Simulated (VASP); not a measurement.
# ScIn2Se2 (P-3m1) in VASP: notebook

Runs on ScIn2Se2. Level: PBE. Tasks: single point.

All numbers are computed with VASP 6.6.1; they aren't measurements. Logs are shortened: lines on timing, memory, paths and dates and some standing lists are left out, and cuts for length are marked.

## Step 1: The cell of the first run

The structure is trigonal, space group P-3m1 (No. 164). The conventional cell has a = 3.934 Å, b = 3.934 Å, c = 9.871 Å, α = 90.00°, β = 90.00°, γ = 120.00°. Sc (site symmetry -3m) has 6 Se at 2.74 Å within 3.6 Å. Within 4.2 Å of In (site symmetry 3m) lie 3 Se at 3.21 Å and 9 In at 3.22 to 3.93 Å. Within 3.6 Å of Se (site symmetry 3m) lie 3 Sc at 2.74 Å and 3 In at 3.21 Å.

## Step 2: Single point, PBE, collinear spin, ferromagnetic start

Input file INCAR:

```
SYSTEM = ScIn2Se2
PREC = Accurate
ENCUT = 520
EDIFF = 1E-6
ISMEAR = 0
SIGMA = 0.1
LREAL = .FALSE.
LASPH = .TRUE.
NELM = 150
ALGO = Normal
ISIF = 2
LWAVE = .FALSE.
LCHARG = .FALSE.
ISPIN = 2
MAGMOM = 1 0 0 0 0
LORBIT = 11
LMAXMIX = 4
GGA = PE
NBANDS = 36
```

Input file KPOINTS:

```
Automatic mesh
0
G
  6 6 2
  0 0 0
```

Input file POSCAR:

```
ScIn2Se2
1.0
    3.9336402300      0.0000000000      0.0000000000
   -1.9668201150      3.4066323685      0.0000000000
    0.0000000000      0.0000000000      9.8706008723
Sc In Se
1 2 2
Direct
    0.0000000000      0.0000000000      0.0000000000
    0.6666666667      0.3333333333      0.3844335550
    0.3333333333      0.6666666667      0.6155664450
    0.6666666667      0.3333333333      0.8449424468
    0.3333333333      0.6666666667      0.1550575532
```

Potentials or basis: VASP PAW PBE potentials, release 64 (Sc_sv, In_d, Se).

Started as:

```
> cat potpaw_PBE.64/Sc_sv/POTCAR potpaw_PBE.64/In_d/POTCAR potpaw_PBE.64/Se/POTCAR > POTCAR
> mpirun -np 1 vasp_std > vasp.out
```

OUTCAR:

```text
SYSTEM = ScIn2Se2
   PREC = Accurate
   ENCUT = 520
   EDIFF = 1E-6
   ISMEAR = 0
   LREAL = .FALSE.
   LASPH = .TRUE.
   NELM = 150
   ISIF = 2
   ISPIN = 2
   LORBIT = 11
   GGA = PE

 ion  position               nearest neighbor table
   1  0.000  0.000  0.000-   4 2.74   5 2.74   5 2.74   4 2.74   4 2.74   5 2.74
   2  0.667  0.333  0.384-   5 3.21   5 3.21   5 3.21   3 3.22   3 3.22   3 3.22
   3  0.333  0.667  0.616-   4 3.21   4 3.21   4 3.21   2 3.22   2 3.22   2 3.22
   4  0.667  0.333  0.845-   1 2.74   1 2.74   1 2.74   3 3.21   3 3.21   3 3.21
   5  0.333  0.667  0.155-   1 2.74   1 2.74   1 2.74   2 3.21   2 3.21   2 3.21

  LATTYP: Found a hexagonal cell.
 ALAT       =     3.9336402300
 C/A-ratio  =     2.5092790126

  Lattice vectors:

 A1 = (   3.9336402300,   0.0000000000,   0.0000000000)
 A2 = (  -1.9668201150,   3.4066323685,   0.0000000000)
 A3 = (   0.0000000000,   0.0000000000,   9.8706008723)

Analysis of symmetry for initial positions (statically):
=====================================================================
 Subroutine PRICEL returns:
 Original cell was already a primitive cell.

 Routine SETGRP: Setting up the symmetry group for a
 hexagonal supercell.

 Subroutine GETGRP returns: Found 12 space group operations
 (whereof 12 operations were pure point group operations)
 out of a pool of 24 trial point group operations.

The static configuration has the point symmetry D_3d.

Analysis of symmetry for dynamics (positions and initial velocities):
=====================================================================
 Subroutine PRICEL returns:
 Original cell was already a primitive cell.

 Routine SETGRP: Setting up the symmetry group for a
 hexagonal supercell.

 Subroutine GETGRP returns: Found 12 space group operations
 (whereof 12 operations were pure point group operations)
 out of a pool of 24 trial point group operations.

The dynamic configuration has the point symmetry D_3d.

Analysis of structural, dynamic, and magnetic symmetry:
=====================================================================
 Subroutine PRICEL returns:
 Original cell was already a primitive cell.

 Routine SETGRP: Setting up the symmetry group for a
 hexagonal supercell.

 Subroutine GETGRP returns: Found 12 space group operations
 (whereof 12 operations were pure point group operations)
 out of a pool of 24 trial point group operations.

The overall configuration has the point symmetry D_3d.

 Subroutine INISYM returns: Found 12 space group operations
 (whereof 12 operations are pure point group operations),
 and found     1 'primitive' translations

[... 123 lines left out ...]
  volume of cell :      132.27
 maximum number of plane-waves:      3631
 NGX is ok and might be reduce to    30
   NGX = 15   NGY = 15   NGZ = 37

 number of electron      49.0000002 magnetization       0.0002246

 number of electron      49.0000002 magnetization      -0.0000747

 Free energy of the ion-electron system (eV)
  ---------------------------------------------------
  ext. energy  EPLUGINS =         0.00000000
  ---------------------------------------------------
  free energy    TOTEN  =       -22.66185325 eV

  energy without entropy =      -22.65632178  energy(sigma->0) =      -22.65908752

 E-fermi :   5.2426     XC(G=0):  -9.5590

 val. band max:        5.2236493275   @ k =   0.0000   0.0000   0.0000
 cond. band min:       5.3435067729   @ k =   0.3333  -0.0000   0.0000
 fundamental gap:      0.1198574454
 Fermi energy:         5.2425617651

 spin component 1

 k-point     1 :       0.0000    0.0000    0.0000
  band No.  band energies     occupation
      1     -45.2870      1.00000
      2     -23.9319      1.00000
      3     -23.8703      1.00000
      4     -23.8703      1.00000
      5      -9.6846      1.00000
      6      -9.6846      1.00000
[... 535 lines left out ...]
     35      10.2492      0.00000
     36      12.2684      0.00000
 Fermi energy:         5.2425617651

 spin component 2

 k-point     1 :       0.0000    0.0000    0.0000
  band No.  band energies     occupation
      1     -45.2870      1.00000
      2     -23.9319      1.00000
      3     -23.8703      1.00000
      4     -23.8703      1.00000
      5      -9.6846      1.00000
      6      -9.6846      1.00000
[... 535 lines left out ...]
     35      10.2491      0.00000
     36      12.2719      0.00000

------------------------ aborting loop because EDIFF is reached ----------------------------------------

  FORCE on cell =-STRESS in cart. coord.  units (eV):
  Direction    XX          YY          ZZ          XY          YZ          ZX
  --------------------------------------------------------------------------------------
  -------------------------------------------------------------------------------------
  Total       -0.4280986     -0.4280986      0.9053867      0.0000000      0.0000000     -0.0000000
  in kB       -5.1855033     -5.1855033     10.9668323      0.0000000      0.0000000     -0.0000000
  external PRESSURE =       0.1986086 kB  Pullay stress =       0.0000000 kB

 VOLUME and BASIS-vectors are now :
 -----------------------------------------------------------------------------
  energy-cutoff  :      520.00
  volume of cell :      132.27
      direct lattice vectors                 reciprocal lattice vectors
     3.933640230  0.000000000  0.000000000     0.254217453  0.146772515  0.000000000
    -1.966820115  3.406632368  0.000000000     0.000000000  0.293545030  0.000000000
     0.000000000  0.000000000  9.870600872     0.000000000  0.000000000  0.101310955

 POSITION                                       TOTAL-FORCE (eV/Angst)
 -----------------------------------------------------------------------------------
      0.00000      0.00000      0.00000         0.000000      0.000000      0.000000
      1.96682      1.13554      3.79459        -0.000000      0.000000     -0.173967
     -0.00000      2.27109      6.07601         0.000000     -0.000000      0.173967
      1.96682      1.13554      8.34009         0.000000      0.000000     -0.010385
     -0.00000      2.27109      1.53051        -0.000000     -0.000000      0.010385
 -----------------------------------------------------------------------------------
    total drift:                                0.000000     -0.000000      0.000000

  FREE ENERGIE OF THE ION-ELECTRON SYSTEM (eV)
  ---------------------------------------------------
  free  energy   TOTEN  =       -22.6618532510 eV

  energy  without entropy=      -22.6563217834  energy(sigma->0) =      -22.65908752

 total charge

# of ion       s       p       d       tot
------------------------------------------
    1        2.178   6.137   0.991   9.305
    2        1.076   0.338   9.850  11.264
    3        1.076   0.338   9.850  11.264
    4        1.456   2.403   0.019   3.878
    5        1.456   2.403   0.019   3.878
--------------------------------------------------
tot          7.240  11.619  20.730  39.589

 magnetization (x)

# of ion       s       p       d       tot
------------------------------------------
    1        0.000   0.000   0.000   0.000
    2        0.000  -0.000  -0.000   0.000
    3        0.000  -0.000  -0.000   0.000
    4        0.000   0.000   0.000   0.000
    5        0.000   0.000   0.000   0.000
--------------------------------------------------
tot          0.000   0.000   0.000   0.000
```

It took 4 min on 1 thread of Oxide Virtual Turin-like, shared host; peak memory 0.32 GiB.

What came out:

```yaml
Free_energy: -22.6619 eV
Pressure: 0.0 GPa
Largest_force: 0.174 eV/Å
Net_moment: 0.00 μB per cell
Valence_electrons_inside_the_program's_atomic_spheres: Sc 9.30; In 11.26; Se 3.88
```

Forces on the atoms (eV/Å):
```
Sc   0.000  0.000  0.000
In   0.000  0.000 -0.174
In   0.000  0.000  0.174
Se   0.000  0.000 -0.010
Se   0.000  0.000  0.010
```

Levels at points of the mesh, in eV from the Fermi level:
Spin up:
```
           k point  band 22  band 23  band 24  band 25  band 26  band 27
(0.00, 0.00, 0.00)    -1.31    -1.31    -0.02     0.89     0.89     1.14
(0.50, 0.00, 0.00)    -2.88    -2.50    -2.38    -0.40     0.44     0.50
(0.00, 0.00, 0.50)    -2.12    -1.32    -1.32     0.89     0.89     1.24
(0.50, 0.00, 0.50)    -2.91    -2.88    -2.47     0.26     0.29     0.45
```
Spin down:
| k point | band 22 | band 23 | band 24 | band 25 | band 26 | band 27 |
| --- | --- | --- | --- | --- | --- | --- |
| (0.00, 0.00, 0.00) | -1.31 | -1.31 | -0.02 | 0.89 | 0.89 | 1.14 |
| (0.50, 0.00, 0.00) | -2.88 | -2.50 | -2.38 | -0.40 | 0.44 | 0.50 |
| (0.00, 0.00, 0.50) | -2.12 | -1.32 | -1.32 | 0.89 | 0.89 | 1.24 |
| (0.50, 0.00, 0.50) | -2.91 | -2.88 | -2.47 | 0.26 | 0.29 | 0.45 |

Caveat: spin-orbit coupling is left out, which moves the levels of the heavy elements.

## Step 3: Single point, PBE, collinear spin, ferromagnetic start

This run uses another cell than the first one, of 27.80 Å³/atom, 1.051 times its volume.

Input file INCAR:

```
ALGO = Normal
EDIFF = 1E-6
ENCUT = 520
GGA = PE
ISIF = 2
ISMEAR = 0
ISPIN = 2
LASPH = T
LCHARG = F
LMAXMIX = 4
LORBIT = 11
LREAL = F
LWAVE = F
MAGMOM = 1 0 0 0 0
NBANDS = 36
NELM = 150
PREC = Accurate
SIGMA = 0.1
```

Input file KPOINTS:

```
k-points
0
Gamma
  6 6 2
```

Input file POSCAR:

```
ScIn2Se2
1.0
    3.7971628756      0.0000000000      0.0000000000
   -1.8985814378      3.2884395126      0.0000000000
    0.0000000000      0.0000000000     11.1337833150
Sc In Se
1 2 2
Direct
    0.0000000000      0.0000000000      0.0000000000
    0.0000000000      0.0000000000      0.6480305519
    0.0000000000      0.0000000000      0.3519694481
    0.6666666667      0.3333333333      0.8574363730
    0.3333333333      0.6666666667      0.1425636270
```

Potentials or basis: VASP PAW PBE potentials, release 64 (Sc_sv, In_d, Se).

Started as:

```
> cat potpaw_PBE.64/Sc_sv/POTCAR potpaw_PBE.64/In_d/POTCAR potpaw_PBE.64/Se/POTCAR > POTCAR
> mpirun -np 1 vasp_std > vasp.out
```

It took 4.1 min on 1 thread of Oxide Virtual Turin-like, shared host; peak memory 0.33 GiB.

It converged, with:

```
Free energy                                           : -22.7159 eV
Pressure                                              : 0.1 GPa
Largest force                                         : 0.067 eV/Å
Net moment                                            : 0.00 μB per cell
Valence electrons inside the program's atomic spheres : Sc 9.36; In 11.23; Se 3.89
```

Forces in eV/Å, atoms in the order of the input:
```
Sc   0.000  0.000  0.000
In   0.000  0.000 -0.067
In   0.000  0.000  0.067
Se   0.000  0.000  0.008
Se   0.000  0.000 -0.008
```

Stress tensor (GPa, compression positive):
```
0.15 0.00 0.00
0.00 0.15 0.00
0.00 0.00 0.05
```

Levels at points of the mesh, in eV from the Fermi level:
Spin up:
| k point | band 22 | band 23 | band 24 | band 25 | band 26 | band 27 |
| --- | --- | --- | --- | --- | --- | --- |
| (0.00, 0.00, 0.00) | -0.87 | -0.70 | -0.70 | 0.76 | 1.34 | 1.34 |
| (0.50, 0.00, 0.00) | -2.46 | -1.90 | -1.88 | -0.41 | -0.22 | 1.03 |
| (0.00, 0.00, 0.50) | -2.27 | -0.70 | -0.70 | 1.34 | 1.34 | 1.54 |
| (0.50, 0.00, 0.50) | -2.46 | -1.92 | -1.90 | -0.72 | 0.69 | 0.87 |
Spin down:
```tsv
k point	band 20	band 21	band 22	band 23	band 24	band 25	band 26	band 27	band 28	band 29
(0.00, 0.00, 0.00)	-2.27	-2.27	-0.87	-0.70	-0.70	0.76	1.34	1.34	1.63	3.28
(0.50, 0.00, 0.00)	-3.32	-2.85	-2.46	-1.90	-1.88	-0.41	-0.22	1.03	2.25	2.33
(0.00, 0.00, 0.50)	-2.50	-2.27	-2.27	-0.70	-0.70	1.34	1.34	1.54	2.28	3.28
(0.50, 0.00, 0.50)	-3.32	-3.15	-2.46	-1.93	-1.90	-0.72	0.69	0.87	1.83	2.33
```

Caveat: spin-orbit coupling is left out, which moves the levels of the heavy elements.
